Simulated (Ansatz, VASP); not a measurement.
One calculation of AlO2, two programs

INCAR

```
ALGO     = Normal         # electronic algorithm
EDIFF    = 1E-6           # SCF threshold, eV
ENCUT    = 520            # plane-wave cutoff, eV
GGA      = PE             # functional
ISIF     = 2              # what is computed and relaxed
ISMEAR   = 0              # smearing method
LASPH    = T              # aspherical terms in the spheres
LCHARG   = F              # write CHGCAR
LREAL    = F              # projectors in reciprocal space
LWAVE    = F              # write WAVECAR
NBANDS   = 24             # bands
NELM     = 100            # most SCF steps
PREC     = Accurate       # precision mode
SIGMA    = 0.1            # smearing width, eV
```

Contents of KPOINTS:

```
k-points
0
Gamma
  8 8 4
```

Contents of POSCAR:

```
AlO2
1.0
    0.0000000000      0.0000000000     -2.6239349758
    1.7391423689     -3.0122829446      0.0000000000
   -5.2174271068     -3.0122829446      0.0000000000
Al O
2 4
Direct
    1.0000000000      1.0000000000      1.0000000000
    0.0000000000      0.5000000000      0.5000000000
    0.5000000000      0.5000000000      0.8333333333
    0.5000000000      1.0000000000      0.3333333333
    0.5000000000      1.0000000000      0.6666666667
    0.5000000000      0.5000000000      0.1666666667
```

Input for Ansatz:

```yaml
crystal:
  lattice:
    - [0.0, 0.0, -2.6239349758]
    - [1.7391423689, -3.0122829446, 0.0]
    - [-5.2174271068, -3.0122829446, 0.0]
  atoms:
    - { symbol: Al, position: [1.0, 1.0, 1.0] }
    - { symbol: Al, position: [0.0, 0.5, 0.5] }
    - { symbol: O, position: [0.5, 0.5, 0.8333333333] }
    - { symbol: O, position: [0.5, 1.0, 0.3333333333] }
    - { symbol: O, position: [0.5, 1.0, 0.6666666667] }
    - { symbol: O, position: [0.5, 0.5, 0.1666666667] }
basis:
  ecutwfc: 420
kpoints:
  mp_grid: { grid: [8, 8, 4] }
hamiltonian:
  xc: pbe
scf:
  occupations: { method: gaussian, width: 0.1 }
output:
  forces: true
  stress: true
  eigenvalues: true
```

Alike in both runs: task single point; functional PBE; k mesh 8 × 8 × 4; occupations gaussian, width 0.1 eV; no spin polarisation.

|  | VASP | Ansatz |
| --- | --- | --- |
| version | VASP 6.6.1 | Ansatz 0.2.0 |
| potentials or method | VASP PAW PBE potentials, release 64 (Al, O), cutoff 520 eV | scalar-relativistic, plane waves, PAW |
| valence electrons in the cell | 30 | 30 |

|  | VASP | Ansatz | Ansatz less VASP |
| --- | --- | --- | --- |
| gap on the k mesh at the Fermi level (eV) | none | none | - |
| pressure (GPa) | 0.0 | 0.2 | +0.16 |
| traceless stress, the component that is largest in VASP (GPa) | -0.31 | -0.26 | +0.059 |
| rms of the force components (eV/Å) | 0.013 | 0.013 | -0.0002 |

Atom by atom the forces differ by 0.000 eV/Å (rms over components). A gap of «none» marks a metal or a gap that the smearing closes.
